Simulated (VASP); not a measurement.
**AlH5: single point with PBE**

The system is AlH5.

```xyz
12
Lattice="4.0154 -0.0323 -0.0258 -0.0012 6.5436 0.0379 0.4784 0.1272 8.1046" Properties=species:S:1:pos:R:3 pbc="T T T"
Al    2.5405    6.4443    5.8662
Al    4.2132    0.1125    7.9379
H     2.9594    4.1235    2.6793
H     0.7763    3.1060   -0.0563
H     3.5790    1.1627    6.7710
H     0.9695    2.8446    5.1229
H     3.5637    5.3917    7.0467
H     1.1794    3.5614    5.0285
H     3.0271    3.3750    2.6677
H     1.0292    2.9735    0.6387
H     1.8283    0.0876    7.5976
H     3.5382    0.1520    1.4014
```

```
Program             : VASP 6.6.1
Task                : single point
Functional          : PBE
Potentials or basis : VASP PAW PBE potentials, release 64 (Al, H)
Cutoff              : 520 eV
k mesh              : 4 × 4 × 2
Occupations         : gaussian, width 0.1 eV
Spin                : no spin polarisation
```

| Property | Result |
| --- | --- |
| Pressure | -0.1 GPa |
| Largest force | 0.031 eV/Å |
| Band gap on the k mesh | 2.46 eV (least direct gap 2.51 eV) |

Forces in eV/Å, atoms in the order of the input:
```
Al  -0.001  0.002  0.008
Al  -0.003 -0.010 -0.012
H    0.004 -0.028  0.000
H    0.002 -0.006 -0.006
H   -0.004 -0.017 -0.003
H    0.004  0.011 -0.004
H    0.006  0.025  0.018
H   -0.005 -0.012  0.003
H   -0.005  0.028 -0.001
H   -0.001  0.007  0.005
H    0.003 -0.002 -0.004
H   -0.002  0.001 -0.004
```

Levels at points of the mesh, in eV from the valence-band top:
```csv
k point,band 5,band 6,band 7,band 8,band 9,band 10,band 11,band 12
"(0.00, 0.00, 0.00)",-3.48,-3.21,-1.96,-0.43,3.27,3.67,4.28,4.76
"(0.50, 0.00, 0.00)",-4.94,-2.78,-2.67,-0.01,2.58,2.85,4.10,4.86
"(0.00, 0.50, 0.00)",-3.55,-3.04,-1.97,-0.56,3.62,3.73,4.61,5.22
"(0.50, 0.50, 0.00)",-4.97,-2.84,-2.69,-0.05,2.46,3.03,4.22,5.33
"(0.00, 0.00, 0.50)",-3.53,-3.21,-1.95,-0.28,3.08,3.59,4.19,4.74
"(0.50, 0.00, 0.50)",-4.97,-2.78,-2.69,0.00,2.74,2.85,4.33,4.91
"(0.00, 0.50, 0.50)",-3.59,-3.04,-1.95,-0.38,3.42,3.72,4.13,5.19
"(0.50, 0.50, 0.50)",-4.97,-2.84,-2.71,-0.06,2.64,3.06,4.61,5.38
```

It took 45 s on 1 thread of Intel(R) Xeon(R) 6975P-C (Granite Rapids), on a shared host, peak memory 0.3 GiB.

A k mesh can miss the band edges.
